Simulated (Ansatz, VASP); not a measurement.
Al2O3 in VASP and in Ansatz

```
CELL_PARAMETERS angstrom
7.08994 0.00000 0.00000
0.00000 4.84693 0.00000
0.00000 0.00000 4.98540
ATOMIC_POSITIONS crystal
Al 0.39126 0.25197 0.03003
Al 0.60874 0.25197 0.46997
Al 0.10874 0.24803 0.53003
Al 0.89126 0.24803 0.96997
Al 0.60874 0.74803 0.96997
Al 0.39126 0.74803 0.53003
Al 0.89126 0.75197 0.46997
Al 0.10874 0.75197 0.03003
O 0.65388 0.10695 0.10146
O 0.34612 0.10695 0.39854
O 0.84612 0.39305 0.60146
O 0.15388 0.39305 0.89854
O 0.34612 0.89305 0.89854
O 0.65388 0.89305 0.60146
O 0.15388 0.60695 0.39854
O 0.84612 0.60695 0.10146
O 0.00000 0.04898 0.25000
O 0.50000 0.45102 0.75000
O 0.00000 0.95102 0.75000
O 0.50000 0.54898 0.25000
```

Alike in both runs: functional r2SCAN; k mesh 4 × 5 × 5; occupations fermi-dirac, width 0.01 eV; no spin polarisation.

Ansatz relaxed the structure, and its values are those at the end. VASP's run is a single point on that final structure, the one shown.

|  | VASP | Ansatz |
| --- | --- | --- |
| version | VASP 6.6.1 | Ansatz 0.2.0 |
| potentials or method | VASP PAW PBE potentials, release 64 (Al, O) | plane-wave PAW, scalar-relativistic |
| plane-wave cutoff (eV) | 520 | 500 |
| valence electrons in the cell | 96 | 96 |

```csv
,VASP,Ansatz,Ansatz less VASP
gap on the k mesh at the Fermi level (eV),6.22,6.21,-0.009
pressure (GPa),-7.7,-7.2,+0.56
rms of the force components (eV/Å),0.008,0.003,-0.0053
```

VASP's potentials were made for PBE, not for r2SCAN. With one functional, cell and mesh, what is left measures potentials, basis and numerics. Ansatz's warnings: stress scf threshold loose.
